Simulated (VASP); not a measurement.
Runs of VASP 6.6.1 on BN. The structure is that of space group P-6m2 (No. 187), or close to it. The cells are those of the table. 

| cell | k mesh | smearing | gap on the mesh (eV) | pressure (GPa) |
| --- | --- | --- | --- | --- |
| a = 2.557, b = 2.557, c = 6.212 Å, angles 90.0, 90.0, 120.0°, 4 atoms | 12 × 12 × 4 | gaussian 0.02 eV | 4.05 | (c) |
| a = 2.553, b = 2.553, c = 6.604 Å, angles 90.0, 90.0, 120.0°, 4 atoms | 12 × 12 × 4 | gaussian 0.02 eV | (a) | -12.3 |
| a = 2.510, b = 2.510, c = 6.690 Å, angles 90.0, 90.0, 120.0°, 4 atoms | 9 × 9 × 4 | gaussian 0.1 eV | 4.33 | -1.1 |
| a = 2.552, b = 2.482, c = 6.582 Å, angles 90.3, 89.1, 119.9°, 4 atoms | 12 × 12 × 4 | gaussian 0.02 eV | 4.00 | -1.1 |
| a = 2.353, b = 2.353, c = 6.874 Å, angles 90.0, 90.0, 120.0°, 4 atoms | 12 × 12 × 4 | gaussian 0.02 eV | 4.62 | (b) |

Alike in all rows: task single point; level PBEsol; potentials or basis VASP PAW PBE potentials, release 64 (B, N); no spin polarisation; cutoff (eV) 520.

Problem. Fill in the values left out.

Solution. (a) 4.15; (b) 57.1; (c) -13.3.

Caveats: the PAW data sets were made with another functional, which shifts forces and pressure a little; this functional lacks dispersion, which binds the layers, so the pressure and a relaxed spacing across them are unreliable (some runs).

A k mesh can miss the band edges.
